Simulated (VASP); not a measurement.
# Te (C2/m) in VASP: single point with PBE

Aim: the single point of Te with PBE.

Everything below comes from runs of VASP 6.6.1. Logs are shortened: lines on timing, memory, paths and dates and some standing lists are left out, and cuts for length are marked.

## Step 1: The cell of the first run

Symmetry: C2/m, No. 12, monoclinic system. The conventional cell has a = 8.468 Å, b = 4.742 Å, c = 3.959 Å, α = 90.00°, β = 91.89°, γ = 90.00°. Te (site symmetry m) has 11 Te at 2.99 to 3.89 Å within 3.9 Å. Within 3.9 Å of Te (site symmetry 2/m) lie 12 Te at 2.99 to 3.89 Å.

## Step 2: Single point, PBE

INCAR

```
ALGO = Normal ; EDIFF = 1E-6
ENCUT = 520 ; GGA = PE
ISIF = 2 ; ISMEAR = -1
LASPH = True ; LCHARG = True
LELF = True ; LREAL = False
LVHAR = True ; LWAVE = False
NBANDS = 16 ; NELM = 100
PREC = Accurate ; SIGMA = 0.08
```

KPOINTS

```
k-points
0
Gamma
  10 10 10
```

POSCAR

```
Te
1.0
    4.2341000000     -2.3712000000      0.0000000000
    4.2341000000      2.3712000000      0.0000000000
   -0.1304500000      0.0000000000      3.9573500000
Te
3
Direct
    0.6760000000      0.6760000000      0.6750000000
    0.3240000000      0.3240000000      0.3250000000
    0.0000000000      0.0000000000      0.0000000000
```

Potentials or basis: VASP PAW PBE potentials, release 64 (Te).

Run with:

```console
$ cat potpaw_PBE.64/Te/POTCAR > POTCAR
$ mpirun -np 1 vasp_std > vasp.out
```

OUTCAR:

```text
EDIFF = 1E-6
   ENCUT = 520
   GGA = PE
   ISIF = 2
   ISMEAR = -1
   LASPH = True
   LREAL = False
   NELM = 100
   PREC = Accurate

 ion  position               nearest neighbor table
   1  0.676  0.676  0.675-   3 2.99   2 3.04   2 3.04   3 3.10   3 3.10   2 3.25
   2  0.324  0.324  0.325-   3 2.99   1 3.04   1 3.04   3 3.10   3 3.10   1 3.25
   3  0.000  0.000  0.000-   1 2.99   2 2.99   1 3.10   1 3.10   2 3.10   2 3.10

  LATTYP: Found a base centered monoclinic cell.
 ALAT       =     8.4682000000
 B/A-ratio  =     0.5600245625
 C/A-ratio  =     0.4675727418
 COS(beta)  =    -0.0329460833

  Lattice vectors:

 A1 = (   4.2341000000,  -2.3712000000,   0.0000000000)
 A2 = (   4.2341000000,   2.3712000000,   0.0000000000)
 A3 = (  -0.1304500000,   0.0000000000,   3.9573500000)

Analysis of symmetry for initial positions (statically):
=====================================================================
 Subroutine PRICEL returns:
 Original cell was already a primitive cell.

 Routine SETGRP: Setting up the symmetry group for a
 base centered monoclinic supercell.

 Subroutine GETGRP returns: Found  4 space group operations
 (whereof  4 operations were pure point group operations)
 out of a pool of  4 trial point group operations.

The static configuration has the point symmetry C_2h.

Analysis of symmetry for dynamics (positions and initial velocities):
=====================================================================
 Subroutine PRICEL returns:
 Original cell was already a primitive cell.

 Routine SETGRP: Setting up the symmetry group for a
 base centered monoclinic supercell.

 Subroutine GETGRP returns: Found  4 space group operations
 (whereof  4 operations were pure point group operations)
 out of a pool of  4 trial point group operations.

The dynamic configuration has the point symmetry C_2h.

 Subroutine INISYM returns: Found  4 space group operations
 (whereof  4 operations are pure point group operations),
 and found     1 'primitive' translations

----------------------------------------------------------------------------------------

                                     Primitive cell

  volume of cell :      79.4628

  direct lattice vectors                    reciprocal lattice vectors
     4.234100000 -2.371200000  0.000000000     0.118088850 -0.210863698  0.003892678
     4.234100000  2.371200000  0.000000000     0.118088850  0.210863698  0.003892678
    -0.130450000  0.000000000  3.957350000     0.000000000  0.000000000  0.252694354

  length of vectors
     4.852854031  4.852854031  3.959499492     0.241709802  0.241709802  0.252694354

  position of ions in fractional coordinates (direct lattice)
     0.676000000  0.676000000  0.675000000
     0.324000000  0.324000000  0.325000000
     0.000000000  0.000000000  0.000000000

  ion indices of the primitive-cell ions
   primitive index   ion index
                 1           1
                 2           2
                 3           3

----------------------------------------------------------------------------------------

 KPOINTS: k-points

Automatic generation of k-mesh.
 Grid dimensions read from file:
 generate k-points for:   10   10   10

 Generating k-lattice:

  Cartesian coordinates                     Fractional coordinates (reciprocal lattice)
     0.011808885 -0.021086370  0.000389268     0.100000000  0.000000000 -0.000000000
     0.011808885  0.021086370  0.000389268     0.000000000  0.100000000 -0.000000000
     0.000000000  0.000000000  0.025269435     0.000000000  0.000000000  0.100000000

  Length of vectors
     0.024170980  0.024170980  0.025269435

  Shift w.r.t. Gamma in fractional coordinates (k-lattice)
     0.000000000  0.000000000  0.000000000

 Subroutine IBZKPT returns following result:
 ===========================================

 Found    282 irreducible k-points:

 Following reciprocal coordinates:
            Coordinates               Weight
  0.000000  0.000000  0.000000      1.000000
  0.100000  0.000000 -0.000000      4.000000
  0.200000  0.000000 -0.000000      4.000000
  0.300000  0.000000  0.000000      4.000000
  0.400000  0.000000 -0.000000      4.000000
  0.500000  0.000000 -0.000000      2.000000
[... 16 lines left out ...]
  0.300000  0.300000  0.000000      2.000000
  0.400000  0.300000  0.000000      4.000000
 [... further k-points ...]
   k-points           NKPTS =    282   k-points in BZ     NKDIM =    282   number of bands    NBANDS=     16
   number of dos      NEDOS =    301   number of ions     NIONS =      3
   total plane-waves  NPLWV =  38880
   dimension x,y,z NGX =    36 NGY =   36 NGZ =   30
   dimension x,y,z NGXF=    72 NGYF=   72 NGZF=   60
   ions per type =               3
   NGX,Y,Z   is equivalent  to a cutoff of  12.33, 12.33, 12.60 a.u.
   NGXF,Y,Z  is equivalent  to a cutoff of  24.67, 24.67, 25.19 a.u.
 SYSTEM =  unknown system
   PREC   = accura    normal or accurate (medium, high low for compatibility)
   ISTART =      0    job   : 0-new  1-cont  2-samecut
   ICHARG =      2    charge: 1-file 2-atom 10-const
   ISPIN  =      1    spin polarized calculation?
   LNONCOLLINEAR =      F non collinear calculations
   LSORBIT =      F    spin-orbit coupling
   LASPH  =      T    aspherical Exc in radial PAW
   ENCUT  =  520.0 eV  38.22 Ry    6.18 a.u.   9.02  9.02  7.36*2*pi/ulx,y,z
   NELM   =    100;   NELMIN=  2; NELMDL= -5     # of ELM steps
   EDIFF  = 0.1E-05   stopping-criterion for ELM
   LREAL  =      F    real-space projection
   EDIFFG = 0.1E-04   stopping-criterion for IOM
   NSW    =      0    number of steps for IOM
   IBRION =     -1    ionic relax: 0-MD 1-quasi-New 2-CG
   NFREE  =      0    steps in history (QN), initial steepest desc. (CG)
   ISIF   =      2    stress and relaxation
   ISYM   =      2    0-nonsym 1-usesym 2-fastsym
   POTIM  = 0.5000    time-step for ionic-motion
   TEBEG  =    0.0;   TEEND  =   0.0 temperature during run
   PSTRESS=    0.0 pullay stress
   NELECT =      18.0000    total number of electrons
   NUPDOWN=      -1.0000    fix difference up-down
   EMIN   =  10.00;   EMAX   =-10.00  energy-range for DOS
   EFERMI =   0.00;   METHOD = LEGACY
   ISMEAR =    -1;   SIGMA  =   0.08  broadening in eV -4-tet -1-fermi 0-gaus
   EFERMI_NEDOS =   21; number of points for ismear=-14 and -15
   IALGO  =     38    algorithm
   IMIX   =      4    mixing-type and parameters
     AMIX     =   0.40;   BMIX     =  1.00
     AMIX_MAG =   1.60;   BMIX_MAG =  1.00
  volume/ion in A,a.u.               =      26.49       178.75
  Fermi-wavevector in a.u.,A,eV,Ry     =   0.997955  1.885862 13.550243  0.995915
  Thomas-Fermi vector in A             =   2.130146
   LORBIT       =      0    0 simple, 1 ext, 2 COOP (PROOUT), +10 PAW based schemes
   GGA     = PE    functional components
   LHFCALC =     F    Hartree Fock is set to
   AEXX    =    0.0000 exact exchange contribution
   IVDW    =     0    specifies the selected vdW correction
   LEPSILON=     F    determine dielectric tensor
   LRPA    =     F    only Hartree local field effects (RPA)
 non-spin polarized calculation
  energy-cutoff  :      520.00
  volume of cell :       79.46
 maximum number of plane-waves:      2158
   NGX = 19   NGY = 19   NGZ = 15

 number of electron      18.0000000 magnetization

 Free energy of the ion-electron system (eV)
  ---------------------------------------------------
  ext. energy  EPLUGINS =         0.00000000
  ---------------------------------------------------
  free energy    TOTEN  =        -8.75819004 eV

  energy without entropy =       -8.72584673  energy(sigma->0) =       -8.74201839

 E-fermi :   9.0380     XC(G=0): -10.3291

 val. band max:        9.0353825404   @ k =  -0.2000  -0.3000   0.2000
 cond. band min:       9.0381216349   @ k =   0.5000   0.3000   0.5000
 fundamental gap:      0.0027390945
 Fermi energy:         9.0380199423

 k-point     1 :       0.0000    0.0000    0.0000
  band No.  band energies     occupation
      1      -5.8063      2.00000
      2      -0.5692      2.00000
      3      -0.5229      2.00000
      4       4.2963      2.00000
      5       4.5626      2.00000
      6       5.0787      2.00000
[... 8 lines left out ...]
     15      16.2226      0.00000
     16      16.2758      0.00000

 k-point     2 :       0.1000    0.0000   -0.0000
  band No.  band energies     occupation
      1      -5.7241      2.00000
      2      -0.7305      2.00000
      3      -0.6503      2.00000
      4       3.8407      2.00000
      5       4.3047      2.00000
      6       5.2770      2.00000
[... 8 lines left out ...]
     15      15.9510      0.00000
     16      16.3309      0.00000

 k-point     3 :       0.2000    0.0000   -0.0000
  band No.  band energies     occupation
      1      -5.4784      2.00000
      2      -1.2836      2.00000
      3      -0.8824      2.00000
      4       3.3864      2.00000
      5       4.1615      2.00000
      6       5.8510      2.00000
[... 8 lines left out ...]
     15      15.5432      0.00000
     16      17.1188      0.00000

 k-point     4 :       0.3000    0.0000    0.0000
  band No.  band energies     occupation
      1      -5.0730      2.00000
      2      -2.0999      2.00000
      3      -1.0917      2.00000
      4       2.9850      2.00000
      5       4.5970      2.00000
      6       6.1370      2.00000
[... 8 lines left out ...]
     15      15.3523      0.00000
     16      16.8134      0.00000

 k-point     5 :       0.4000    0.0000   -0.0000
  band No.  band energies     occupation
      1      -4.5181      2.00000
      2      -2.9695      2.00000
      3      -1.2319      2.00000
      4       2.7304      2.00000
      5       5.3568      2.00000
      6       6.3067      2.00000
[... 8 lines left out ...]
     15      15.4456      0.00000
     16      15.6933      0.00000

 k-point     6 :       0.5000    0.0000   -0.0000
  band No.  band energies     occupation
      1      -3.9489      2.00000
      2      -3.6533      2.00000
      3      -1.2808      2.00000
      4       2.6443      2.00000
      5       6.2892      2.00000
      6       6.3105      2.00000
[... 8 lines left out ...]
     15      14.8376      0.00000
     16      15.8674      0.00000

 k-point     7 :       0.1000    0.1000   -0.0000
  band No.  band energies     occupation
      1      -5.7274      2.00000
      2      -0.7531      2.00000
      3      -0.6353      2.00000
      4       4.0510      2.00000
      5       4.0745      2.00000
      6       5.5575      2.00000
[... 8 lines left out ...]
     15      16.0793      0.00000
     16      16.6832      0.00000

 k-point     8 :       0.2000    0.1000    0.0000
  band No.  band energies     occupation
      1      -5.5667      2.00000
      2      -1.0183      2.00000
      3      -0.9228      2.00000
      4       3.7757      2.00000
      5       3.9360      2.00000
      6       5.8591      2.00000
[... 8 lines left out ...]
     15      16.5302      0.00000
     16      16.7081      0.00000

 k-point     9 :       0.3000    0.1000   -0.0000
  band No.  band energies     occupation
      1      -5.2442      2.00000
      2      -1.6248      2.00000
      3      -1.2596      2.00000
      4       3.4677      2.00000
      5       4.1900      2.00000
      6       6.1644      2.00000
[... 8 lines left out ...]
     15      16.3504      0.00000
     16      16.7774      0.00000
[... 172 lines left out ...]
 k-point    19 :       0.5000    0.2000    0.0000
  band No.  band energies     occupation
      1      -4.3171      2.00000
      2      -2.7540      2.00000
      3      -2.1292      2.00000
      4       3.9710      2.00000
      5       5.0392      2.00000
      6       6.5966      2.00000
[... 8 lines left out ...]
     15      14.3594      0.00000
     16      17.4317      0.00000

 k-point    20 :      -0.4000    0.2000    0.0000
  band No.  band energies     occupation
      1      -3.7260      2.00000
      2      -3.4572      2.00000
      3      -2.1806      2.00000
      4       3.9204      2.00000
      5       6.1152      2.00000
      6       6.1339      2.00000
[... 8 lines left out ...]
     15      13.6458      0.00000
     16      17.6762      0.00000

 k-point    21 :      -0.3000    0.2000   -0.0000
  band No.  band energies     occupation
      1      -4.2644      2.00000
      2      -2.8448      2.00000
      3      -2.0767      2.00000
      4       3.9402      2.00000
      5       4.9720      2.00000
      6       6.5473      2.00000
[... 8 lines left out ...]
     15      14.4683      0.00000
     16      17.0865      0.00000

 k-point    22 :      -0.2000    0.2000    0.0000
  band No.  band energies     occupation
      1      -4.8197      2.00000
      2      -2.1378      2.00000
      3      -1.7537      2.00000
      4       3.9718      2.00000
      5       4.0745      2.00000
      6       6.3753      2.00000
[... 8 lines left out ...]
     15      15.7603      0.00000
     16      16.7321      0.00000

 k-point    23 :       0.3000    0.3000    0.0000
  band No.  band energies     occupation
      1      -5.1035      2.00000
      2      -2.1759      2.00000
      3      -0.9945      2.00000
      4       3.1247      2.00000
      5       4.6237      2.00000
      6       5.9430      2.00000
[... 8 lines left out ...]
     15      15.4141      0.00000
     16      16.7765      0.00000

 k-point    24 :       0.4000    0.3000    0.0000
  band No.  band energies     occupation
      1      -4.7952      2.00000
      2      -2.5572      2.00000
      3      -1.3395      2.00000
      4       3.3156      2.00000
      5       4.8748      2.00000
      6       6.0541      2.00000
[... 8 lines left out ...]
     15      15.5804      0.00000
     16      16.2064      0.00000

 [... further k-points ...]

------------------------ aborting loop because EDIFF is reached ----------------------------------------

  FORCE on cell =-STRESS in cart. coord.  units (eV):
  Direction    XX          YY          ZZ          XY          YZ          ZX
  --------------------------------------------------------------------------------------
  -------------------------------------------------------------------------------------
  Total        4.4797842      4.5010208      4.9272900      0.0000000      0.0000000      0.5078782
  in kB       90.3241578     90.7523423     99.3470438      0.0000000      0.0000000     10.2401526
  external PRESSURE =      93.4745146 kB  Pullay stress =       0.0000000 kB

 VOLUME and BASIS-vectors are now :
 -----------------------------------------------------------------------------
  energy-cutoff  :      520.00
  volume of cell :       79.46
      direct lattice vectors                 reciprocal lattice vectors
     4.234100000 -2.371200000  0.000000000     0.118088850 -0.210863698  0.003892678
     4.234100000  2.371200000  0.000000000     0.118088850  0.210863698  0.003892678
    -0.130450000  0.000000000  3.957350000     0.000000000  0.000000000  0.252694354

 POSITION                                       TOTAL-FORCE (eV/Angst)
 -----------------------------------------------------------------------------------
      5.63645      0.00000      2.67121        -0.439271      0.000000     -0.174449
      2.70130      0.00000      1.28614         0.439271      0.000000      0.174449
      0.00000      0.00000      0.00000         0.000000     -0.000000      0.000000
 -----------------------------------------------------------------------------------
    total drift:                               -0.000000      0.000000      0.000000

  FREE ENERGIE OF THE ION-ELECTRON SYSTEM (eV)
  ---------------------------------------------------
  free  energy   TOTEN  =        -8.7581900444 eV

  energy  without entropy=       -8.7258467336  energy(sigma->0) =       -8.74201839
```

Wall time 3.1 min (1 thread of Intel Xeon Platinum 8375C at 2.90GHz (Ice Lake), shared host); peak memory 0.39 GiB.

Results:

```yaml
Free_energy: -8.7582 eV
Pressure: 9.3 GPa
Largest_force: 0.473 eV/Å
Band_gap_on_the_k_mesh: zero (band 9 reaches 10.68 eV, above the bottom of band 10 at 7.21 eV)
```

Forces in eV/Å, atoms in the order of the input:
```
Te  -0.439  0.000 -0.174
Te   0.439  0.000  0.174
Te   0.000  0.000  0.000
```

Levels at points of the mesh, in eV from the Fermi level:
```csv
k point,band 5,band 6,band 7,band 8,band 9,band 10,band 11,band 12,band 13,band 14
"(0.00, 0.00, 0.00)",-4.48,-3.96,-3.94,-2.21,-1.90,1.53,2.93,3.28,5.70,6.05
"(0.50, 0.00, 0.00)",-2.75,-2.73,-2.64,0.11,0.18,0.44,0.87,2.87,3.61,5.72
"(0.50, 0.50, 0.00)",-3.12,-2.77,-2.33,0.41,0.50,0.60,0.74,2.47,3.30,5.72
"(0.00, 0.00, 0.50)",-3.82,-2.77,-2.70,-1.91,-1.86,-1.83,-1.64,-1.07,2.71,3.01
"(0.50, 0.00, 0.50)",-4.49,-4.40,-3.93,-3.75,1.65,1.85,1.89,3.18,6.74,7.06
"(0.50, 0.50, 0.50)",-4.04,-4.01,-3.95,-3.78,1.52,1.68,2.22,2.65,6.61,7.07
```

Caveat: spin-orbit coupling is left out, which moves the levels of the heavy elements.
